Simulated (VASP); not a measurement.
**Ag: single point with PBE**

Ag:

```xyz
1
Lattice="-1.5187 1.5187 1.5187 1.5187 -1.5187 1.5187 1.5187 1.5187 -1.5187" Properties=species:S:1:pos:R:3 pbc="T T T"
Ag    0.0000    0.0000    0.0000
```

This isn't the form of Ag at room conditions, which is fcc.

```yaml
Program: VASP 6.6.1
Task: single point
Functional: PBE
Potentials_or_basis: VASP PAW PBE potentials, release 64 (Ag)
Cutoff: 500 eV
k_mesh: 20 × 20 × 20
Occupations: fermi-dirac, width 0.1 eV
Spin: no spin polarisation
Dipole_correction: no
Further_INCAR_settings: ALGO = Normal; EDIFF = 1e-06; NBANDS = 12
```

```json
{
  "Pressure": "44.5 GPa",
  "Band gap on the k mesh": "zero (an odd number of electrons rules out a gap without spin polarisation)"
}
```

Levels at points of the mesh, in eV from the Fermi level:
```
           k point  band 3  band 4  band 5  band 6  band 7  band 8
(0.00, 0.00, 0.00)   -5.90   -5.90   -4.07   -4.07   18.44   18.44
(0.50, 0.00, 0.00)   -4.12   -3.87   -2.61   -0.68    5.40   13.85
(0.50, 0.50, 0.50)   -2.97   -2.97   -2.97    7.43    7.43    7.43
```

It took 26 s on 1 thread of Intel(R) Xeon(R) 6975P-C (Granite Rapids), on a shared host, peak memory 0.15 GiB.

Caveat: the cell stands under pressure.
